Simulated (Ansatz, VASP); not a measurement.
This is a calculation of Re for Ansatz 0.2.0.

The input input.yaml:

```yaml
crystal:
  lattice:
    - [2.7422705826, 0.0, 0.0]
    - [-1.3711352913, 2.3748759886, 0.0]
    - [0.0, 0.0, 4.4282782931]
  atoms:
    - { symbol: Re, position: [0.6666666667, 0.3333333333, 0.75] }
    - { symbol: Re, position: [0.3333333333, 0.6666666667, 0.25] }
hamiltonian:
  xc: blyp
  pseudopotentials: { kind: paw }
  dispersion: d3bj
kpoints:
  mp_grid: { grid: [11, 11, 6] }
scf:
  occupations: { method: fermi_dirac, width: 0.05 }
output:
  forces: true
  stress: true
  eigenvalues: true
```

Potentials or basis: Ansatz PAW.

Launch:

```console
$ ansatz run input.yaml --threads 2 --pin off --max-ram 5120MiB --backend cpu --events-out ev --progress --plain --runs-dir out
```

Q: Translate it to VASP 6.6.1. Potentials there: VASP PAW PBE potentials, release 64 (Re_sv_GW).

A: As run (the cutoff follows the program's own potentials):

Contents of INCAR:

```
AGGAC = 1.0 ; AGGAX = 1.0
ALDAC = 0.0 ; ALDAX = 1.0
ALGO = Normal ; EDIFF = 1E-6
ENCUT = 560 ; GGA = B5
GGA_COMPAT = False ; ISIF = 2
ISMEAR = -1 ; IVDW = 12
LASPH = True ; LCHARG = False
LREAL = False ; LWAVE = False
NBANDS = 22 ; NELM = 120
PREC = Accurate ; SIGMA = 0.05
VDW_A1 = 0.4298 ; VDW_A2 = 4.2359
VDW_S6 = 1.0 ; VDW_S8 = 2.6996
```

The input KPOINTS:

```
k-points
0
Gamma
  11 11 6
```

POSCAR

```
Re
1.0
    2.7422705826      0.0000000000      0.0000000000
   -1.3711352913      2.3748759886      0.0000000000
    0.0000000000      0.0000000000      4.4282782931
Re
2
Direct
    0.6666666667      0.3333333333      0.7500000000
    0.3333333333      0.6666666667      0.2500000000
```

Potentials or basis: VASP PAW PBE potentials, release 64 (Re_sv_GW).

Run with:

```sh
$ cat potpaw_PBE.64/Re_sv_GW/POTCAR > POTCAR
$ mpirun -np 1 vasp_std > vasp.out
```

Both were run:

|  | VASP | Ansatz | Ansatz less VASP |
| --- | --- | --- | --- |
| gap on the k mesh at the Fermi level (eV) | none | none | - |
| pressure (GPa) | 9.6 | 9.4 | -0.21 |
| traceless stress, the component that is largest in VASP (GPa) | -0.60 | -0.52 | +0.076 |

VASP's potentials were made for PBE, not for BLYP. A gap of «none» marks a metal or a gap that the smearing closes.

Neither program's run includes spin-orbit coupling.
